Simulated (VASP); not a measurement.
# MgS (Fm-3m) in VASP: notebook

The runs below take MgS through vibrations by perturbation theory, with LDA.

All numbers are computed with VASP 6.6.1; they aren't measurements. Logs are shortened: lines on timing, memory, paths and dates and some standing lists are left out, and cuts for length are marked.

## Step 1: The cell of the first run

The structure is cubic, space group Fm-3m (No. 225). Conventional cell: a = 5.007 Å, b = 5.007 Å, c = 5.007 Å, α = 90.00°, β = 90.00°, γ = 90.00°. Within 3.3 Å of Mg (site symmetry m-3m) lie 6 S at 2.50 Å. S (site symmetry m-3m) has 6 Mg at 2.50 Å within 3.3 Å.

## Step 2: Vibrations by perturbation theory, LDA

File INCAR:

```
SYSTEM = MgS
ALGO     = Normal         ! electronic algorithm
EDIFF    = 1E-8           ! SCF threshold, eV
ENCUT    = 520            ! plane-wave cutoff, eV
GGA      = CA             ! functional
IBRION   = 8              ! ionic algorithm
ISIF     = 2              ! what is computed and relaxed
ISMEAR   = 0              ! smearing method
LASPH    = .True.         ! aspherical terms in the spheres
LCHARG   = .False.        ! write CHGCAR
LREAL    = .False.        ! projectors in reciprocal space
LWAVE    = .False.        ! write WAVECAR
NBANDS   = 11             ! bands
NELM     = 80             ! most SCF steps
NSW      = 1              ! ionic steps
PREC     = Accurate       ! precision mode
SIGMA    = 0.01           ! smearing width, eV
```

File KPOINTS:

```
k-points
0
Gamma
  8 8 8
  0 0 0
```

File POSCAR:

```
MgS
1.0
    2.5033509844      2.5033509844      0.0000000000
   -2.5033509844      2.5033509844      0.0000000000
    0.0000000000      2.5033509844      2.5033509844
Mg S
1 1
Direct
    0.0000000000      0.0000000000      0.0000000000
    0.5000000000      0.5000000000      0.0000000000
```

Potentials or basis: VASP PAW LDA potentials, release 64 (Mg, S).

On the command line:

```console
cat potpaw_LDA.64/Mg/POTCAR potpaw_LDA.64/S/POTCAR > POTCAR
mpirun -np 1 vasp_std > vasp.out
```

OUTCAR:

```text
SYSTEM = MgS
   EDIFF = 1E-8
   ENCUT = 520
   GGA = CA
   IBRION = 8
   ISIF = 2
   ISMEAR = 0
   LASPH = .True.
   LREAL = .False.
   NELM = 80
   NSW = 1
   PREC = Accurate

 ion  position               nearest neighbor table
   1  0.000  0.000  0.000-   2 2.50   2 2.50   2 2.50   2 2.50   2 2.50   2 2.50
   2  0.500  0.500  0.000-   1 2.50   1 2.50   1 2.50   1 2.50   1 2.50   1 2.50

  LATTYP: Found a face centered cubic cell.
 ALAT       =     5.0067019688

  Lattice vectors:

 A1 = (   0.0000000000,   2.5033509844,   2.5033509844)
 A2 = (   2.5033509844,   0.0000000000,   2.5033509844)
 A3 = (   2.5033509844,   2.5033509844,   0.0000000000)

Analysis of symmetry for initial positions (statically):
=====================================================================
 Subroutine PRICEL returns:
 Original cell was already a primitive cell.

 Routine SETGRP: Setting up the symmetry group for a
 face centered cubic supercell.

 Subroutine GETGRP returns: Found 48 space group operations
 (whereof 48 operations were pure point group operations)
 out of a pool of 48 trial point group operations.

The static configuration has the point symmetry O_h .

Analysis of symmetry for dynamics (positions and initial velocities):
=====================================================================
 Subroutine PRICEL returns:
 Original cell was already a primitive cell.

 Routine SETGRP: Setting up the symmetry group for a
 face centered cubic supercell.

 Subroutine GETGRP returns: Found 48 space group operations
 (whereof 48 operations were pure point group operations)
 out of a pool of 48 trial point group operations.

The dynamic configuration has the point symmetry O_h .

 Subroutine INISYM returns: Found 48 space group operations
 (whereof 48 operations are pure point group operations),
 and found     1 'primitive' translations

----------------------------------------------------------------------------------------

                                     Primitive cell

  volume of cell :      31.3758

  direct lattice vectors                    reciprocal lattice vectors
     2.503350984  2.503350984  0.000000000     0.199732280  0.199732280 -0.199732280
    -2.503350984  2.503350984  0.000000000    -0.199732280  0.199732280 -0.199732280
     0.000000000  2.503350984  2.503350984     0.000000000  0.000000000  0.399464560

  length of vectors
     3.540272914  3.540272914  3.540272914     0.345946457  0.345946457  0.399464560

  position of ions in fractional coordinates (direct lattice)
     0.000000000  0.000000000  0.000000000
     0.500000000  0.500000000  0.000000000

  ion indices of the primitive-cell ions
   primitive index   ion index
                 1           1
                 2           2

----------------------------------------------------------------------------------------

 KPOINTS: k-points

Automatic generation of k-mesh.
 Grid dimensions read from file:
 generate k-points for:    8    8    8

 Generating k-lattice:

  Cartesian coordinates                     Fractional coordinates (reciprocal lattice)
     0.024966535  0.024966535 -0.024966535     0.125000000  0.000000000  0.000000000
    -0.024966535  0.024966535 -0.024966535     0.000000000  0.125000000  0.000000000
     0.000000000  0.000000000  0.049933070     0.000000000  0.000000000  0.125000000

  Length of vectors
     0.043243307  0.043243307  0.049933070

  Shift w.r.t. Gamma in fractional coordinates (k-lattice)
     0.000000000  0.000000000  0.000000000

 Subroutine IBZKPT returns following result:
[... 82 lines left out ...]
  energy-cutoff  :      520.00
  volume of cell :       31.38
 maximum number of plane-waves:       877
 NGX is ok and might be reduce to    28
   NGX = 13   NGY = 13   NGZ = 13

--------------------------------------- Ionic step        1  -------------------------------------------

 number of electron       8.0000001 magnetization

 Free energy of the ion-electron system (eV)
  ---------------------------------------------------
  ext. energy  EPLUGINS =         0.00000000
  ---------------------------------------------------
  free energy    TOTEN  =        -9.55185447 eV

  energy without entropy =       -9.55185447  energy(sigma->0) =       -9.55185447

 E-fermi :   4.7885     XC(G=0): -10.4716

 val. band max:        4.6895855616   @ k =   0.0000   0.0000   0.0000
 cond. band min:       7.4875228649   @ k =   0.5000   0.5000   0.0000
 fundamental gap:      2.7979373033
 Fermi energy:         4.7885301576

 k-point     1 :       0.0000    0.0000    0.0000
  band No.  band energies     occupation
      1      -8.6679      2.00000
      2       4.6896      2.00000
      3       4.6896      2.00000
      4       4.6896      2.00000
      5       9.1589      0.00000
      6      12.4231      0.00000
      7      12.4231      0.00000
      8      12.4231      0.00000
      9      15.0600      0.00000
     10      15.0600      0.00000
     11      17.2980      0.00000
[... 309 lines left out ...]
 k-point    24 :       0.5000    0.2500    0.1250
  band No.  band energies     occupation
      1      -6.7614      2.00000
      2      -0.2912      2.00000
      3       2.1454      2.00000
      4       3.2918      2.00000
      5      10.3353      0.00000
      6      10.8732      0.00000
      7      13.3163      0.00000
      8      14.5294      0.00000
      9      17.2996      0.00000
     10      18.7709      0.00000
     11      20.7563      0.00000

 [... further k-points ...]

------------------------ aborting loop because EDIFF is reached ----------------------------------------

  FORCE on cell =-STRESS in cart. coord.  units (eV):
  Direction    XX          YY          ZZ          XY          YZ          ZX
  --------------------------------------------------------------------------------------
  -------------------------------------------------------------------------------------
  Total        1.2505604      1.2505604      1.2505604      0.0000000      0.0000000      0.0000000
  in kB       63.8586955     63.8586955     63.8586955      0.0000000      0.0000000      0.0000000
  external PRESSURE =      63.8586955 kB  Pullay stress =       0.0000000 kB

 VOLUME and BASIS-vectors are now :
 -----------------------------------------------------------------------------
  energy-cutoff  :      520.00
  volume of cell :       31.38
      direct lattice vectors                 reciprocal lattice vectors
     2.503350984  2.503350984  0.000000000     0.199732280  0.199732280 -0.199732280
    -2.503350984  2.503350984  0.000000000    -0.199732280  0.199732280 -0.199732280
     0.000000000  2.503350984  2.503350984     0.000000000  0.000000000  0.399464560

 POSITION                                       TOTAL-FORCE (eV/Angst)
 -----------------------------------------------------------------------------------
      0.00000      0.00000      0.00000         0.000000     -0.000000      0.000000
      0.00000      2.50335      0.00000         0.000000      0.000000      0.000000
 -----------------------------------------------------------------------------------
    total drift:                               -0.000000      0.000000     -0.000000

  FREE ENERGIE OF THE ION-ELECTRON SYSTEM (eV)
  ---------------------------------------------------
  free  energy   TOTEN  =        -9.5518544692 eV

  energy  without entropy=       -9.5518544692  energy(sigma->0) =       -9.55185447

[... ionic steps 2 to 3 ...]

--------------------------------------- Ionic step        4  -------------------------------------------

------------------------ aborting loop because EDIFF is reached ----------------------------------------

[... ionic steps 5 to 6 ...]

--------------------------------------- Ionic step        7  -------------------------------------------

 Free energy of the ion-electron system (eV)
  ---------------------------------------------------
  ---------------------------------------------------
  free energy    TOTEN  =        -0.10492268 eV

  energy without entropy =       -0.10492268

------------------------ aborting loop because EDIFF is reached ----------------------------------------

 INTERNAL STRAIN TENSOR  FOR ION    2  DIRECTION 1   (eV/Angst):
 -----------------------------------------------------------------------------
     0.01954  0.00000 -0.00000
     0.00000 -0.01770 -0.00000
    -0.00000 -0.00000 -0.01770

 INTERNAL STRAIN TENSOR FOR ION    2 for displacements in x,y,z  (eV/Angst):
          X           Y           Z          XY          YZ          ZX
  --------------------------------------------------------------------------------
  x     0.00000     0.00000     0.00000     0.00000     0.00000     0.00000
  y     0.00000     0.00000     0.00000     0.00000     0.00000     0.00000
  z     0.00000     0.00000     0.00000     0.00000     0.00000     0.00000

 SECOND DERIVATIVES (NOT SYMMETRIZED)
 ------------------------------------
               1X          1Y          1Z          2X          2Y          2Z
  1X    -4.677907    0.000000    0.000000    4.677907    0.000000    0.000000
  1Y     0.000000   -4.677907    0.000000    0.000000    4.677907    0.000000
  1Z     0.000000    0.000000   -4.677907    0.000000    0.000000    4.677907
  2X     4.680655   -0.000000    0.000000   -4.680655    0.000000   -0.000000
  2Y     0.000000    4.680655   -0.000000   -0.000000   -4.680655    0.000000
  2Z    -0.000000   -0.000000    4.680655    0.000000    0.000000   -4.680655

 Eigenvectors and eigenvalues of the dynamical matrix
 ----------------------------------------------------

   1 f  =    9.094716 THz    57.143789 2PiTHz  303.367087 cm-1    37.612708 meV
             X         Y         Z           dx          dy          dz
      0.000000  0.000000  0.000000     0.754118    0.000000   -0.000000
      0.000000  2.503351  0.000000    -0.656739   -0.000000    0.000000
[... 21 lines left out ...]
   6 f/i=    0.001323 THz     0.008311 2PiTHz    0.044120 cm-1     0.005470 meV
             X         Y         Z           dx          dy          dz
      0.000000  0.000000  0.000000     0.383567    0.424283   -0.322747
      0.000000  2.503351  0.000000     0.440441    0.487195   -0.370604

--------------------------------------------------------------------------------------------------------

 ELASTIC MODULI CONTR FROM IONIC RELAXATION (kBar)
 Direction    XX          YY          ZZ          XY          YZ          ZX
 --------------------------------------------------------------------------------
 XX           0.0000      0.0000      0.0000      0.0000      0.0000      0.0000
 YY           0.0000      0.0000      0.0000      0.0000      0.0000      0.0000
 ZZ           0.0000      0.0000      0.0000      0.0000      0.0000      0.0000
 XY           0.0000      0.0000      0.0000      0.0000      0.0000      0.0000
 YZ           0.0000      0.0000      0.0000      0.0000      0.0000      0.0000
 ZX           0.0000      0.0000      0.0000      0.0000      0.0000      0.0000
 --------------------------------------------------------------------------------
```

Wall time 34 s (1 thread of Intel Xeon 6975P-C (Granite Rapids), shared host); peak memory 0.19 GiB.

Results:

* Highest phonon frequency at Γ, LO-TO splitting left out: 303 cm⁻¹

Phonon frequencies in cm⁻¹ (negative: imaginary):
```
              q point        frequencies
(0.000, 0.000, 0.000)  0 0 0 303 303 303
```

Caveat: the cell wasn't relaxed at this level first, which shifts response properties.

[end of part 1 of 2]
